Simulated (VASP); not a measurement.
Al3B2Sb:

```
Al B Sb
1.0
     2.73016    0.00000    0.00000
     0.00000    5.38906    3.16300
     0.00000   -5.38906    3.16300
Al B Sb
3 2 1
Cartesian
  0.0000 0.0000 2.7992
  0.0000 -2.4029 4.9140
  0.0000 2.4029 4.9140
  1.3651 1.8041 3.1702
  1.3651 -1.8041 3.1702
  0.0000 0.0000 0.0094
```

```yaml
Program: VASP 6.6.1
Task: relaxation of cell and atoms
Functional: PBE
Potentials_or_basis: VASP PAW PBE potentials, release 64 (Al, B, Sb)
Cutoff: 600 eV
k_mesh: 14 × 8 × 8
Occupations: gaussian, width 0.1 eV
Spin: no spin polarisation
```

At the start: pressure -0.2 GPa; volume 15.51 Å³/atom.

Q: How do energy, volume and symmetry change on relaxing?

A: Over 20 steps the energy falls by 10.7 meV/atom and the volume is 15.23 Å³/atom (-1.9 %); space group Amm2 (No. 38, to 0.1 Å) before, P-62m (No. 189, to 0.1 Å).

Step by step:
```tsv
step	energy change (eV)	largest force (eV/Å)	pressure (GPa)	volume (Å³)
1	0.0000	0.1973	-0.17	93.07
2	-0.0289	0.2178	-0.31	92.84
3	-0.0303	0.2278	-0.33	92.77
4	-0.0372	0.2019	0.08	92.29
5	-0.0461	0.1392	1.34	90.89
6	-0.0497	0.1204	1.12	91.05
7	-0.0573	0.0717	0.44	91.51
8	-0.0597	0.0312	-0.81	92.45
9	-0.0606	0.0256	-0.42	92.14
10	-0.0615	0.0256	-0.29	91.97
11	-0.0630	0.0264	0.11	91.47
12	-0.0631	0.0282	0.24	91.31
13	-0.0637	0.0262	0.05	91.42
14	-0.0639	0.0248	-0.10	91.52
15	-0.0641	0.0186	-0.01	91.41
16	-0.0641	0.0152	0.04	91.34
17	-0.0641	0.0134	0.07	91.32
18	-0.0642	0.0120	0.00	91.38
19	-0.0642	0.0121	-0.04	91.42
20	-0.0642	0.0098	0.02	91.35
```

Final structure:
```cif
data_structure
_symmetry_space_group_name_H-M 'P 1'
_symmetry_Int_Tables_number 1
_cell_length_a 2.7984
_cell_length_b 6.1406
_cell_length_c 6.1406
_cell_angle_alpha 120.032
_cell_angle_beta 90.000
_cell_angle_gamma 90.000
_cell_volume 91.35
loop_
_atom_site_label
_atom_site_type_symbol
_atom_site_fract_x
_atom_site_fract_y
_atom_site_fract_z
_atom_site_occupancy
Al1 Al 0.00000 0.47254 0.47254 1
Al2 Al 0.00000 0.52835 0.99970 1
Al3 Al 0.00000 0.99970 0.52835 1
B1 B 0.50000 0.66626 0.33292 1
B2 B 0.50000 0.33292 0.66626 1
Sb1 Sb 0.00000 0.00006 0.00006 1
```

Caveat: the highest band is partly filled, so the run has too few bands.
